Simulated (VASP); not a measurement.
# Si (I4_1/amd) in VASP: a series of runs, part 2 of 2

VASP 6.6.1. The steps go on from the part before.

## 3. Single point, PBEsol

INCAR

```
PREC     = Accurate       # precision mode
ENCUT    = 500            # plane-wave cutoff, eV
EDIFF    = 1E-6           # SCF threshold, eV
ISMEAR   = 0              # smearing method
SIGMA    = 0.01           # smearing width, eV
LREAL    = False          # projectors in reciprocal space
LASPH    = True           # aspherical terms in the spheres
NELM     = 120            # most SCF steps
ALGO     = Normal         # electronic algorithm
ISIF     = 2              # what is computed and relaxed
LWAVE    = False          # write WAVECAR
LCHARG   = False          # write CHGCAR
GGA      = PS             # functional
NBANDS   = 11             # bands
GGA_COMPAT= False
```

KPOINTS

```
regular mesh
0
Gamma
  4 4 4
```

POSCAR

```
Si
1.0
    0.0000000000      2.6896621261      2.7384069588
    2.6896621261      0.0000000000      2.7384069588
    2.6896621261      2.6896621261      0.0000000000
Si
2
Direct
    0.0000000000      0.0000000000      0.0000000000
    0.2500000000      0.2500000000      0.2500000000
```

Potentials or basis: VASP PAW PBE potentials, release 64 (Si).

Command:

```console
$ cat potpaw_PBE.64/Si/POTCAR > POTCAR
$ mpirun -np 1 vasp_std > vasp.out
```

OUTCAR:

```text
PREC = Accurate
   ENCUT = 500
   EDIFF = 1E-6
   ISMEAR = 0
   LREAL = False
   LASPH = True
   NELM = 120
   ISIF = 2
   GGA = PS

 ion  position               nearest neighbor table
   1  0.000  0.000  0.000-   2 2.34   2 2.34   2 2.34   2 2.34
   2  0.250  0.250  0.250-   1 2.34   1 2.34   1 2.34   1 2.34

  LATTYP: Found a body centered tetragonal cell.
 ALAT       =     3.8037566569
 C/A-ratio  =     1.4398434000

  Lattice vectors:

 A1 = (  -2.6896621261,   0.0000000000,   2.7384069588)
 A2 = (   2.6896621261,   0.0000000000,   2.7384069588)
 A3 = (   0.0000000000,   2.6896621261,  -2.7384069588)

Analysis of symmetry for initial positions (statically):
=====================================================================
 Subroutine PRICEL returns:
 Original cell was already a primitive cell.

 Routine SETGRP: Setting up the symmetry group for a
 body centered tetragonal supercell.

 Subroutine GETGRP returns: Found 16 space group operations
 (whereof  8 operations were pure point group operations)
 out of a pool of 16 trial point group operations.

The static configuration has the point symmetry D_2d.
 The point group associated with its full space group is D_4h.

Analysis of symmetry for dynamics (positions and initial velocities):
=====================================================================
 Subroutine PRICEL returns:
 Original cell was already a primitive cell.

 Routine SETGRP: Setting up the symmetry group for a
 body centered tetragonal supercell.

 Subroutine GETGRP returns: Found 16 space group operations
 (whereof  8 operations were pure point group operations)
 out of a pool of 16 trial point group operations.

The dynamic configuration has the point symmetry D_2d.
 The point group associated with its full space group is D_4h.

 Subroutine INISYM returns: Found 16 space group operations
 (whereof  8 operations are pure point group operations),
 and found     1 'primitive' translations

----------------------------------------------------------------------------------------

                                     Primitive cell

  volume of cell :      39.6208

  direct lattice vectors                    reciprocal lattice vectors
     0.000000000  2.689662126  2.738406959    -0.185896955  0.185896955  0.182587909
     2.689662126  0.000000000  2.738406959     0.185896955 -0.185896955  0.182587909
     2.689662126  2.689662126  0.000000000     0.185896955  0.185896955 -0.182587909

  length of vectors
     3.838379218  3.838379218  3.803756657     0.320083896  0.320083896  0.320083896

  position of ions in fractional coordinates (direct lattice)
     0.000000000  0.000000000  0.000000000
     0.250000000  0.250000000  0.250000000

  ion indices of the primitive-cell ions
   primitive index   ion index
                 1           1
                 2           2

----------------------------------------------------------------------------------------

 KPOINTS: regular mesh

Automatic generation of k-mesh.
 Grid dimensions read from file:
 generate k-points for:    4    4    4

 Generating k-lattice:

  Cartesian coordinates                     Fractional coordinates (reciprocal lattice)
[... 28 lines left out ...]
  0.500000  0.000000  0.500000      2.000000
 -0.250000  0.250000  0.500000      2.000000
   k-points           NKPTS =     13   k-points in BZ     NKDIM =     13   number of bands    NBANDS=     11
   number of dos      NEDOS =    301   number of ions     NIONS =      2
   total plane-waves  NPLWV =  21952
   dimension x,y,z NGX =    28 NGY =   28 NGZ =   28
   dimension x,y,z NGXF=    56 NGYF=   56 NGZF=   56
   ions per type =               2
   NGX,Y,Z   is equivalent  to a cutoff of  12.13, 12.13, 12.24 a.u.
   NGXF,Y,Z  is equivalent  to a cutoff of  24.25, 24.25, 24.48 a.u.
 SYSTEM =  unknown system
   PREC   = accura    normal or accurate (medium, high low for compatibility)
   ISTART =      0    job   : 0-new  1-cont  2-samecut
   ICHARG =      2    charge: 1-file 2-atom 10-const
   ISPIN  =      1    spin polarized calculation?
   LNONCOLLINEAR =      F non collinear calculations
   LSORBIT =      F    spin-orbit coupling
   LASPH  =      T    aspherical Exc in radial PAW
   ENCUT  =  500.0 eV  36.75 Ry    6.06 a.u.   7.00  7.00  6.94*2*pi/ulx,y,z
   NELM   =    120;   NELMIN=  2; NELMDL= -5     # of ELM steps
   EDIFF  = 0.1E-05   stopping-criterion for ELM
   LREAL  =      F    real-space projection
   EDIFFG = 0.1E-04   stopping-criterion for IOM
   NSW    =      0    number of steps for IOM
   IBRION =     -1    ionic relax: 0-MD 1-quasi-New 2-CG
   NFREE  =      0    steps in history (QN), initial steepest desc. (CG)
   ISIF   =      2    stress and relaxation
   ISYM   =      2    0-nonsym 1-usesym 2-fastsym
   POTIM  = 0.5000    time-step for ionic-motion
   TEBEG  =    0.0;   TEEND  =   0.0 temperature during run
   PSTRESS=    0.0 pullay stress
   NELECT =       8.0000    total number of electrons
   NUPDOWN=      -1.0000    fix difference up-down
   EMIN   =  10.00;   EMAX   =-10.00  energy-range for DOS
   EFERMI =   0.00;   METHOD = LEGACY
   ISMEAR =     0;   SIGMA  =   0.01  broadening in eV -4-tet -1-fermi 0-gaus
   EFERMI_NEDOS =   21; number of points for ismear=-14 and -15
   IALGO  =     38    algorithm
   IMIX   =      4    mixing-type and parameters
     AMIX     =   0.40;   BMIX     =  1.00
     AMIX_MAG =   1.60;   BMIX_MAG =  1.00
  volume/ion in A,a.u.               =      19.81       133.69
  Fermi-wavevector in a.u.,A,eV,Ry     =   0.960425  1.814941 12.550247  0.922417
  Thomas-Fermi vector in A             =   2.089709
   LORBIT       =      0    0 simple, 1 ext, 2 COOP (PROOUT), +10 PAW based schemes
   GGA     = PS    functional components
   LHFCALC =     F    Hartree Fock is set to
   AEXX    =    0.0000 exact exchange contribution
   IVDW    =     0    specifies the selected vdW correction
   LEPSILON=     F    determine dielectric tensor
   LRPA    =     F    only Hartree local field effects (RPA)
 non-spin polarized calculation
 Gauss-broadening in eV      SIGMA  =   0.01
  energy-cutoff  :      500.00
  volume of cell :       39.62
 maximum number of plane-waves:      1016
   NGX = 13   NGY = 13   NGZ = 13

 number of electron       8.0000001 magnetization

 Free energy of the ion-electron system (eV)
  ---------------------------------------------------
  ext. energy  EPLUGINS =         0.00000000
  ---------------------------------------------------
  free energy    TOTEN  =       -11.28893380 eV

  energy without entropy =      -11.28893380  energy(sigma->0) =      -11.28893380

 E-fermi :   6.0395     XC(G=0):  -9.5730

 val. band max:        5.9875720495   @ k =   0.0000   0.0000   0.0000
 cond. band min:       6.4396711975   @ k =   0.5000   0.0000   0.5000
 fundamental gap:      0.4520991480
 Fermi energy:         6.0394705060

 k-point     1 :       0.0000    0.0000    0.0000
  band No.  band energies     occupation
      1      -6.1307      2.00000
      2       5.8585      2.00000
      3       5.9876      2.00000
      4       5.9876      2.00000
      5       8.4249      0.00000
      6       8.4249      0.00000
      7       8.4877      0.00000
      8       9.3847      0.00000
      9      13.4452      0.00000
     10      13.6801      0.00000
     11      13.7814      0.00000
[... 155 lines left out ...]
 k-point    13 :      -0.2500    0.2500    0.5000
  band No.  band energies     occupation
      1      -1.7245      2.00000
      2      -1.7245      2.00000
      3       1.9795      2.00000
      4       1.9795      2.00000
      5       9.9596      0.00000
      6       9.9596      0.00000
      7      10.7422      0.00000
      8      10.7422      0.00000
      9      16.7635      0.00000
     10      16.7635      0.00000
     11      19.2327      0.00000

------------------------ aborting loop because EDIFF is reached ----------------------------------------

  FORCE on cell =-STRESS in cart. coord.  units (eV):
  Direction    XX          YY          ZZ          XY          YZ          ZX
  --------------------------------------------------------------------------------------
  -------------------------------------------------------------------------------------
  Total        0.6276316      0.6276316      0.1988970      0.0000000      0.0000000      0.0000000
  in kB       25.3800209     25.3800209      8.0429482      0.0000000      0.0000000      0.0000000
  external PRESSURE =      19.6009967 kB  Pullay stress =       0.0000000 kB

 VOLUME and BASIS-vectors are now :
 -----------------------------------------------------------------------------
  energy-cutoff  :      500.00
  volume of cell :       39.62
      direct lattice vectors                 reciprocal lattice vectors
     0.000000000  2.689662126  2.738406959    -0.185896955  0.185896955  0.182587909
     2.689662126  0.000000000  2.738406959     0.185896955 -0.185896955  0.182587909
     2.689662126  2.689662126  0.000000000     0.185896955  0.185896955 -0.182587909

 POSITION                                       TOTAL-FORCE (eV/Angst)
 -----------------------------------------------------------------------------------
      0.00000      0.00000      0.00000        -0.000000     -0.000000     -0.000000
      1.34483      1.34483      1.36920         0.000000      0.000000      0.000000
 -----------------------------------------------------------------------------------
    total drift:                                0.000000      0.000000     -0.000000

  FREE ENERGIE OF THE ION-ELECTRON SYSTEM (eV)
  ---------------------------------------------------
  free  energy   TOTEN  =       -11.2889338031 eV

  energy  without entropy=      -11.2889338031  energy(sigma->0) =      -11.28893380
```

Wall time 12 s (1 thread of AMD EPYC 7R13, shared host); peak memory 0.11 GiB.

What came out:

- Free energy: -11.2889 eV
- Pressure: 2.0 GPa
- Band gap on the k mesh: 0.45 eV, indirect (least direct gap 2.44 eV)

Levels at points of the mesh, in eV from the valence-band top:
| k point | band 2 | band 3 | band 4 | band 5 | band 6 | band 7 |
| --- | --- | --- | --- | --- | --- | --- |
| (0.00, 0.00, 0.00) | -0.13 | 0.00 | 0.00 | 2.44 | 2.44 | 2.50 |
| (0.50, 0.00, 0.00) | -7.12 | -1.35 | -1.17 | 1.43 | 3.14 | 3.27 |
| (0.50, 0.50, 0.00) | -7.99 | -2.86 | -2.86 | 0.60 | 0.60 | 10.12 |
| (0.50, 0.00, 0.50) | -7.88 | -3.00 | -3.00 | 0.45 | 0.45 | 10.03 |

Caveat: the k points lie up to 0.50 Å⁻¹ apart; the PAW data sets were made with another functional, which shifts forces and pressure a little.
